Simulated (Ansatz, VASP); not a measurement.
AlCu3 in VASP and in Ansatz

```
Al Cu
1.0
     0.00000    2.86147    2.86147
     2.86147    0.00000    2.86147
     2.86147    2.86147    0.00000
Al Cu
1 3
Cartesian
  0.0000 0.0000 0.0000
  2.8615 2.8615 2.8615
  1.4307 1.4307 1.4307
  4.2922 4.2922 4.2922
```

Alike in both runs: task single point; functional r2SCAN; k mesh 12 × 12 × 12; occupations gaussian, width 0.1 eV; no spin polarisation.

|  | VASP | Ansatz |
| --- | --- | --- |
| version | VASP 6.6.1 | Ansatz 0.2.0 |
| potentials or method | VASP PAW PBE potentials, release 64 (Al, Cu), cutoff 520 eV | scalar-relativistic, plane waves, PAW |
| valence electrons in the cell | 36 | 60 |

|  | VASP | Ansatz | Ansatz less VASP |
| --- | --- | --- | --- |
| gap on the k mesh at the Fermi level (eV) | none | none | - |
| pressure (GPa) | 5.0 | 4.9 | -0.06 |

VASP's potentials were made for PBE, not for r2SCAN. A gap of «none» marks a metal or a gap that the smearing closes. With one functional, cell and mesh, what is left measures potentials, basis and numerics. VASP's potentials hold 36 valence electrons a cell and Ansatz's 60, so a difference there can come from the potentials and not from the codes.
